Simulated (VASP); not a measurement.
# Sr (P6_3/mmc) in VASP: notebook

The runs below take Sr through single point, with PBE.

All numbers are computed with VASP 6.6.1; they aren't measurements. Logs are shortened: lines on timing, memory, paths and dates and some standing lists are left out, and cuts for length are marked.

## 1. The cell of the first run

Symmetry: P6_3/mmc, No. 194, hexagonal system. Conventional cell: a = 4.310 Å, b = 4.310 Å, c = 7.050 Å, α = 90.00°, β = 90.00°, γ = 120.00°. Sr (site symmetry -6m2) has 12 Sr at 4.31 Å within 5.7 Å.

This isn't the form of Sr at room conditions, which is fcc.

## 2. Single point, PBE

The input, INCAR:

```
PREC = Accurate ; ENCUT = 500
EDIFF = 1E-6 ; ISMEAR = -1
SIGMA = 0.1 ; LREAL = F
LASPH = T ; NELM = 120
ALGO = Normal ; ISIF = 2
LWAVE = F ; LCHARG = F
GGA = PE ; NBANDS = 17
GGA_COMPAT = F
```

The input, KPOINTS:

```
regular mesh
0
Gamma
  3 3 1
```

The input, POSCAR:

```
Sr
1.0
    4.3100002207      0.0000000000      0.0000000000
   -2.1550001104      3.7325696814      0.0000000000
    0.0000000000      0.0000000000      7.0500000000
Sr
2
Direct
    0.3333333333      0.6666666667      0.2500000000
    0.6666666667      0.3333333333      0.7500000000
```

Potentials or basis: VASP PAW PBE potentials, release 64 (Sr_sv).

Run with:

```
$ cat potpaw_PBE.64/Sr_sv/POTCAR > POTCAR
$ mpirun -np 1 vasp_std > vasp.out
```

OUTCAR:

```text
PREC = Accurate
   ENCUT = 500
   EDIFF = 1E-6
   ISMEAR = -1
   LREAL = F
   LASPH = T
   NELM = 120
   ISIF = 2
   GGA = PE

 ion  position               nearest neighbor table
   1  0.333  0.667  0.250-   2 4.31   2 4.31   2 4.31   2 4.31   2 4.31   2 4.31
   2  0.667  0.333  0.750-   1 4.31   1 4.31   1 4.31   1 4.31   1 4.31   1 4.31

  LATTYP: Found a hexagonal cell.
 ALAT       =     4.3100002207
 C/A-ratio  =     1.6357307747

  Lattice vectors:

 A1 = (   4.3100002207,   0.0000000000,   0.0000000000)
 A2 = (  -2.1550001104,   3.7325696814,   0.0000000000)
 A3 = (   0.0000000000,   0.0000000000,   7.0500000000)

Analysis of symmetry for initial positions (statically):
=====================================================================
 Subroutine PRICEL returns:
 Original cell was already a primitive cell.

 Routine SETGRP: Setting up the symmetry group for a
 hexagonal supercell.

 Subroutine GETGRP returns: Found 24 space group operations
 (whereof 12 operations were pure point group operations)
 out of a pool of 24 trial point group operations.

The static configuration has the point symmetry D_3d.
 The point group associated with its full space group is D_6h.

Analysis of symmetry for dynamics (positions and initial velocities):
=====================================================================
 Subroutine PRICEL returns:
 Original cell was already a primitive cell.

 Routine SETGRP: Setting up the symmetry group for a
 hexagonal supercell.

 Subroutine GETGRP returns: Found 24 space group operations
 (whereof 12 operations were pure point group operations)
 out of a pool of 24 trial point group operations.

The dynamic configuration has the point symmetry D_3d.
 The point group associated with its full space group is D_6h.

 Subroutine INISYM returns: Found 24 space group operations
 (whereof 12 operations are pure point group operations),
 and found     1 'primitive' translations

----------------------------------------------------------------------------------------

                                     Primitive cell

  volume of cell :     113.4160

  direct lattice vectors                    reciprocal lattice vectors
     4.310000221  0.000000000  0.000000000     0.232018550  0.133955972  0.000000000
    -2.155000110  3.732569681  0.000000000     0.000000000  0.267911944  0.000000000
     0.000000000  0.000000000  7.050000000     0.000000000  0.000000000  0.141843972

  length of vectors
     4.310000221  4.310000221  7.050000000     0.267911944  0.267911944  0.141843972

  position of ions in fractional coordinates (direct lattice)
     0.333333333  0.666666667  0.250000000
     0.666666667  0.333333333  0.750000000

  ion indices of the primitive-cell ions
   primitive index   ion index
                 1           1
                 2           2

----------------------------------------------------------------------------------------

 KPOINTS: regular mesh

Automatic generation of k-mesh.
 Grid dimensions read from file:
 generate k-points for:    3    3    1

 Generating k-lattice:

  Cartesian coordinates                     Fractional coordinates (reciprocal lattice)
     0.077339517  0.044651991  0.000000000     0.333333333  0.000000000  0.000000000
     0.000000000  0.089303981  0.000000000     0.000000000  0.333333333  0.000000000
     0.000000000  0.000000000  0.141843972     0.000000000  0.000000000  1.000000000

  Length of vectors
     0.089303981  0.089303981  0.141843972

  Shift w.r.t. Gamma in fractional coordinates (k-lattice)
     0.000000000  0.000000000  0.000000000

 Subroutine IBZKPT returns following result:
 ===========================================

 Found      3 irreducible k-points:

 Following reciprocal coordinates:
            Coordinates               Weight
  0.000000  0.000000  0.000000      1.000000
  0.333333 -0.000000  0.000000      6.000000
  0.333333  0.333333  0.000000      2.000000
   k-points           NKPTS =      3   k-points in BZ     NKDIM =      3   number of bands    NBANDS=     17
   number of dos      NEDOS =    301   number of ions     NIONS =      2
   total plane-waves  NPLWV =  55296
   dimension x,y,z NGX =    32 NGY =   32 NGZ =   54
   dimension x,y,z NGXF=    64 NGYF=   64 NGZF=  108
   ions per type =               2
   NGX,Y,Z   is equivalent  to a cutoff of  12.34, 12.34, 12.73 a.u.
   NGXF,Y,Z  is equivalent  to a cutoff of  24.69, 24.69, 25.47 a.u.
 SYSTEM =  unknown system
   PREC   = accura    normal or accurate (medium, high low for compatibility)
   ISTART =      0    job   : 0-new  1-cont  2-samecut
   ICHARG =      2    charge: 1-file 2-atom 10-const
   ISPIN  =      1    spin polarized calculation?
   LNONCOLLINEAR =      F non collinear calculations
   LSORBIT =      F    spin-orbit coupling
   LASPH  =      T    aspherical Exc in radial PAW
   ENCUT  =  500.0 eV  36.75 Ry    6.06 a.u.   7.86  7.86 12.85*2*pi/ulx,y,z
   NELM   =    120;   NELMIN=  2; NELMDL= -5     # of ELM steps
   EDIFF  = 0.1E-05   stopping-criterion for ELM
   LREAL  =      F    real-space projection
   EDIFFG = 0.1E-04   stopping-criterion for IOM
   NSW    =      0    number of steps for IOM
   IBRION =     -1    ionic relax: 0-MD 1-quasi-New 2-CG
   NFREE  =      0    steps in history (QN), initial steepest desc. (CG)
   ISIF   =      2    stress and relaxation
   ISYM   =      2    0-nonsym 1-usesym 2-fastsym
   POTIM  = 0.5000    time-step for ionic-motion
   TEBEG  =    0.0;   TEEND  =   0.0 temperature during run
   PSTRESS=    0.0 pullay stress
   NELECT =      20.0000    total number of electrons
   NUPDOWN=      -1.0000    fix difference up-down
   EMIN   =  10.00;   EMAX   =-10.00  energy-range for DOS
   EFERMI =   0.00;   METHOD = LEGACY
   ISMEAR =    -1;   SIGMA  =   0.10  broadening in eV -4-tet -1-fermi 0-gaus
   EFERMI_NEDOS =   21; number of points for ismear=-14 and -15
   IALGO  =     38    algorithm
   IMIX   =      4    mixing-type and parameters
     AMIX     =   0.40;   BMIX     =  1.00
     AMIX_MAG =   1.60;   BMIX_MAG =  1.00
  volume/ion in A,a.u.               =      56.71       382.68
  Fermi-wavevector in a.u.,A,eV,Ry     =   0.918037  1.734838 11.466873  0.842791
  Thomas-Fermi vector in A             =   2.043073
   LORBIT       =      0    0 simple, 1 ext, 2 COOP (PROOUT), +10 PAW based schemes
   GGA     = PE    functional components
   LHFCALC =     F    Hartree Fock is set to
   AEXX    =    0.0000 exact exchange contribution
   IVDW    =     0    specifies the selected vdW correction
   LEPSILON=     F    determine dielectric tensor
   LRPA    =     F    only Hartree local field effects (RPA)
 non-spin polarized calculation
  energy-cutoff  :      500.00
  volume of cell :      113.42
 maximum number of plane-waves:      2880
 NGX is ok and might be reduce to    32
   NGX = 15   NGY = 15   NGZ = 25

 number of electron      20.0000000 magnetization

 Free energy of the ion-electron system (eV)
  ---------------------------------------------------
  ext. energy  EPLUGINS =         0.00000000
  ---------------------------------------------------
  free energy    TOTEN  =        -2.75682169 eV

  energy without entropy =       -2.50420290  energy(sigma->0) =       -2.63051230

 E-fermi :   1.4873     XC(G=0):  -7.2394

 val. band max:        1.3622538581   @ k =   0.3333   0.3333   0.0000
 cond. band min:       1.5142338373   @ k =   0.0000   0.0000   0.0000
 fundamental gap:      0.1519799792
 Fermi energy:         1.4873240260

 k-point     1 :       0.0000    0.0000    0.0000
  band No.  band energies     occupation
      1     -35.0961      2.00000
      2     -35.0842      2.00000
      3     -17.1757      2.00000
      4     -17.0192      2.00000
      5     -17.0192      2.00000
      6     -17.0004      2.00000
[... 9 lines left out ...]
     16       4.2039      0.00000
     17       4.7180      0.00000

 k-point     2 :       0.3333   -0.0000    0.0000
  band No.  band energies     occupation
      1     -35.0875      2.00000
      2     -35.0806      2.00000
      3     -17.1247      2.00000
      4     -17.1212      2.00000
      5     -17.0964      2.00000
      6     -17.0497      2.00000
[... 9 lines left out ...]
     16       4.9723      0.00000
     17       5.1327      0.00000

 k-point     3 :       0.3333    0.3333    0.0000
  band No.  band energies     occupation
      1     -35.0810      2.00000
      2     -35.0810      2.00000
      3     -17.1268      2.00000
      4     -17.1020      2.00000
      5     -17.1020      2.00000
      6     -17.0753      2.00000
[... 9 lines left out ...]
     16       5.0576      0.00000
     17       5.0579      0.00000

------------------------ aborting loop because EDIFF is reached ----------------------------------------

  FORCE on cell =-STRESS in cart. coord.  units (eV):
  Direction    XX          YY          ZZ          XY          YZ          ZX
  --------------------------------------------------------------------------------------
  -------------------------------------------------------------------------------------
  Total        0.2945460      0.2945460     -1.1839566     -0.0000000     -0.0000000      0.0000000
  in kB        4.1609195      4.1609195    -16.7252281     -0.0000000     -0.0000000      0.0000000
  external PRESSURE =      -2.8011297 kB  Pullay stress =       0.0000000 kB

 VOLUME and BASIS-vectors are now :
 -----------------------------------------------------------------------------
  energy-cutoff  :      500.00
  volume of cell :      113.42
      direct lattice vectors                 reciprocal lattice vectors
     4.310000221  0.000000000  0.000000000     0.232018550  0.133955972  0.000000000
    -2.155000110  3.732569681  0.000000000     0.000000000  0.267911944  0.000000000
     0.000000000  0.000000000  7.050000000     0.000000000  0.000000000  0.141843972

 POSITION                                       TOTAL-FORCE (eV/Angst)
 -----------------------------------------------------------------------------------
     -0.00000      2.48838      1.76250        -0.000000      0.000000      0.000000
      2.15500      1.24419      5.28750         0.000000     -0.000000      0.000000
 -----------------------------------------------------------------------------------
    total drift:                               -0.000000      0.000000     -0.000000

  FREE ENERGIE OF THE ION-ELECTRON SYSTEM (eV)
  ---------------------------------------------------
  free  energy   TOTEN  =        -2.7568216872 eV

  energy  without entropy=       -2.5042029045  energy(sigma->0) =       -2.63051230
```

Wall time 5 s (1 thread of AMD EPYC 9R45 (Zen 5), shared host); peak memory 0.18 GiB.

What came out:

| Item | Value |
| --- | --- |
| Free energy | -2.7568 eV |
| Pressure | -0.3 GPa |
| Band gap on the k mesh | zero (bands 10 and 11 overlap by 0.17 eV) |

Caveat: the k points lie up to 0.89 Å⁻¹ apart.

## 3. Single point, PBE

The input, INCAR:

```
SYSTEM = Sr
PREC = Accurate ; ENCUT = 500
EDIFF = 1E-6 ; ISMEAR = 1
SIGMA = 0.023 ; LREAL = .FALSE.
LASPH = .TRUE. ; NELM = 120
ALGO = Normal ; ISIF = 2
LWAVE = .FALSE. ; LCHARG = .FALSE.
GGA = PE ; NBANDS = 17
GGA_COMPAT = .FALSE.
```

The input, KPOINTS:

```
Automatic mesh
0
G
  3 3 1
  0 0 0
```

POSCAR is that of step 2.

Potentials or basis: VASP PAW PBE potentials, release 64 (Sr_sv).

Run with:

```
$ cat potpaw_PBE.64/Sr_sv/POTCAR > POTCAR
$ mpirun -np 1 vasp_std > vasp.out
```

It took 5.5 s on 1 thread of AMD EPYC 9R45 (Zen 5), shared host; peak memory 0.18 GiB.

Results (log left out):

- Free energy: -2.5649 eV
- Pressure: 0.0 GPa
- Band gap on the k mesh: zero (bands 10 and 11 overlap by 0.17 eV)

Stress tensor (GPa, compression positive):
```
 0.80  0.00  0.00
 0.00  0.80  0.00
 0.00  0.00 -1.72
```

Levels at points of the mesh, in eV from the Fermi level:
| k point | band 7 | band 8 | band 9 | band 10 | band 11 | band 12 | band 13 | band 14 | band 15 | band 16 |
| --- | --- | --- | --- | --- | --- | --- | --- | --- | --- | --- |
| (0.00, 0.00, 0.00) | -18.58 | -18.56 | -3.63 | -1.15 | -0.01 | 2.25 | 2.25 | 2.25 | 2.64 | 2.64 |

Caveat: the k points lie up to 0.89 Å⁻¹ apart.

## 4. Single point, PBE

The input, INCAR:

```
SYSTEM = Sr
PREC     = Accurate       ! precision mode
ENCUT    = 500            ! plane-wave cutoff, eV
EDIFF    = 1E-6           ! SCF threshold, eV
ISMEAR   = 0              ! smearing method
SIGMA    = 0.1            ! smearing width, eV
LREAL    = .False.        ! projectors in reciprocal space
LASPH    = .True.         ! aspherical terms in the spheres
NELM     = 120            ! most SCF steps
ALGO     = Normal         ! electronic algorithm
ISIF     = 2              ! what is computed and relaxed
LWAVE    = .False.        ! write WAVECAR
LCHARG   = .False.        ! write CHGCAR
GGA      = PE             ! functional
NELECT   = 20.1         
NBANDS   = 17             ! bands
GGA_COMPAT= .False.
```

The input, KPOINTS:

```
Automatic mesh
0
Gamma
  3 3 1
  0 0 0
```

POSCAR is that of step 3.

Run with:

```
$ cat potpaw_PBE.64/Sr_sv/POTCAR > POTCAR
$ mpirun -np 1 vasp_std > vasp.out
```

Run time: 5.4 s. Hardware: 1 thread of AMD EPYC 9R45 (Zen 5), shared host; peak memory 0.18 GiB.

Results (log left out):

```
Free energy : -2.4774 eV
```

Levels at points of the mesh, in eV from the Fermi level:
```csv
k point,band 7,band 8,band 9,band 10,band 11,band 12,band 13,band 14
"(0.00, 0.00, 0.00)",-18.50,-18.50,-3.61,-1.12,0.00,2.28,2.29,2.29
```

Caveat: the k points lie up to 0.89 Å⁻¹ apart; the cell carries a net charge on a neutralising background, which shifts energy and pressure; the cell is charged against a uniform background, so pressure and absolute levels hang on convention.
